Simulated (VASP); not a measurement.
S:

```xyz
9
Lattice="7.8484 0.0000 0.0000 -3.9242 6.7969 0.0000 0.0000 0.0000 4.3718" Properties=species:S:1:pos:R:3 pbc="T T T"
S     0.4217    0.7305    2.1859
S     0.8226    4.6884    3.2072
S     3.6490    3.0566    1.1647
S     7.0049    0.0000    0.7286
S    -0.2752    3.7403    0.2926
S    -0.5474    5.1651    1.7499
S     3.3768    1.6318    4.0792
S     4.7468    2.1085    2.6220
S    -3.5025    6.0664    3.6432
```

```yaml
Program: VASP 6.6.1
Task: relaxation of cell and atoms
Functional: PBEsol
Potentials_or_basis: VASP PAW PBE potentials, release 64 (S)
Cutoff: 580 eV
k_mesh: 6 × 6 × 6
Occupations: gaussian, width 0.02 eV
Spin: no spin polarisation
```

At the start: pressure -0.2 GPa; volume 25.91 Å³/atom.

Question: How do energy, volume and symmetry change on relaxing?

Answer: Over 84 steps the energy falls by 3.1 meV/atom and the volume is 24.09 Å³/atom (-7.1 %); space group P3_221 (No. 154, to 0.1 Å) before and after.

Step by step:
```
step  energy change (eV)  largest force (eV/Å)  pressure (GPa)  volume (Å³)
   1              0.0000                0.0920           -0.16       233.21
   4             -0.0060                0.0418           -0.28       230.45
   7             -0.0156                0.0419           -0.02       225.22
  10             -0.0232                0.0083           -0.16       218.15
  13             -0.0243                0.0563            0.05       216.41
  16             -0.0245                0.0091            0.00       216.12
  19             -0.0246                0.0115           -0.01       216.01
  22             -0.0247                0.0134           -0.01       215.78
  25             -0.0251                0.0109            0.05       214.82
  28             -0.0253                0.0420           -0.04       214.72
  31             -0.0254                0.0470           -0.02       214.46
  34             -0.0255                0.0090            0.06       214.34
  37             -0.0257                0.0189            0.01       214.66
  40             -0.0260                0.0439           -0.05       216.37
  43             -0.0261                0.0132            0.01       216.30
  46             -0.0262                0.0087            0.02       216.49
  49             -0.0262                0.0132           -0.01       216.74
  52             -0.0263                0.0072           -0.03       216.85
  55             -0.0264                0.0297            0.04       216.69
  58             -0.0265                0.0301            0.05       216.57
  61             -0.0274                0.0212            0.10       215.67
  64             -0.0277                0.0119           -0.02       215.85
  67             -0.0277                0.0104            0.02       215.84
  70             -0.0278                0.0085            0.00       215.98
  73             -0.0278                0.0071            0.02       216.05
  76             -0.0279                0.0203            0.02       216.72
  79             -0.0280                0.0031           -0.03       216.74
  82             -0.0280                0.0118            0.00       216.79
  84             -0.0280                0.0037            0.00       216.77
```

Final structure:
```yaml
crystal:
  lattice:
    - [7.58106, 0.00000, 0.00000]
    - [-3.79053, 6.56539, 0.00000]
    - [0.00000, 0.00000, 4.35522]
  atoms:
    - { symbol: S, position: [0.11211, 0.11211, 0.50000] }
    - { symbol: S, position: [0.44996, 0.67840, 0.75636] }
    - { symbol: S, position: [0.67840, 0.44996, 0.24364] }
    - { symbol: S, position: [0.88789, 0.00000, 0.16667] }
    - { symbol: S, position: [0.22844, 0.55004, 0.08969] }
    - { symbol: S, position: [0.32160, 0.77156, 0.42302] }
    - { symbol: S, position: [0.55004, 0.22844, 0.91031] }
    - { symbol: S, position: [0.77156, 0.32160, 0.57698] }
    - { symbol: S, position: [0.00000, 0.88789, 0.83333] }
```

Caveat: the PAW data sets were made with another functional, which shifts forces and pressure a little.
